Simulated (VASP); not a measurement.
Runs of VASP 6.6.1 on TaN. The structure is that of space group P6/mmm (No. 191), or close to it. The cells are those of the table. 

| task | level | potentials or basis | cell | cutoff (eV) | gap on the mesh (eV) | pressure (GPa) | relaxed volume (Å³/atom) |
| --- | --- | --- | --- | --- | --- | --- | --- |
| single point | PBEsol+D3(BJ) | VASP PAW PBE potentials, release 64 (Ta_pv, N) | a = 5.168, b = 5.168, c = 2.888 Å, angles 90.0, 90.0, 120.0°, 6 atoms | 520 | none | 1.0 | - |
| relaxation of cell and atoms | LDA | VASP PAW LDA potentials, release 64 (Ta_pv, N) | relaxed from a = 5.191, b = 5.191, c = 2.908 Å, angles 90.0, 90.0, 120.0°, 6 atoms | 600 | none | 0.0 | (a) |
| relaxation of cell and atoms | PBEsol+D3(BJ) | VASP PAW PBE potentials, release 64 (Ta_pv, N) | relaxed from a = 5.191, b = 5.191, c = 2.908 Å, angles 90.0, 90.0, 120.0°, 6 atoms | 600 | none | -0.1 | 11.17 |
| single point | r2SCAN | VASP PAW PBE potentials, release 64 (Ta_pv, N) | a = 5.247, b = 5.247, c = 2.899 Å, angles 90.0, 90.0, 120.0°, 6 atoms | 520 | none | (b) | - |
| single point | LDA | VASP PAW LDA potentials, release 64 (Ta_pv, N) | a = 5.179, b = 5.179, c = 2.880 Å, angles 90.0, 90.0, 120.0°, 6 atoms | 520 | none | 1.8 | - |
| relaxation of cell and atoms | r2SCAN | VASP PAW PBE potentials, release 64 (Ta_pv, N) | relaxed from a = 5.191, b = 5.191, c = 2.908 Å, angles 90.0, 90.0, 120.0°, 6 atoms | 600 | none | -0.1 | 11.59 |

Alike in all rows: no spin polarisation; k mesh 5 × 5 × 7; smearing fermi-dirac 0.1 eV.

Problem. Estimate the missing entries.

Solution. (a) 11.21; (b) 1.6.

Caveats: spin-orbit coupling is left out, which moves the levels of the heavy elements; the PAW data sets were made with another functional, which shifts forces and pressure a little (at least some runs).

A k mesh can miss the band edges, and the runs leave out spin-orbit coupling on Ta.

A gap of «none» marks levels without a gap at the run's occupations.
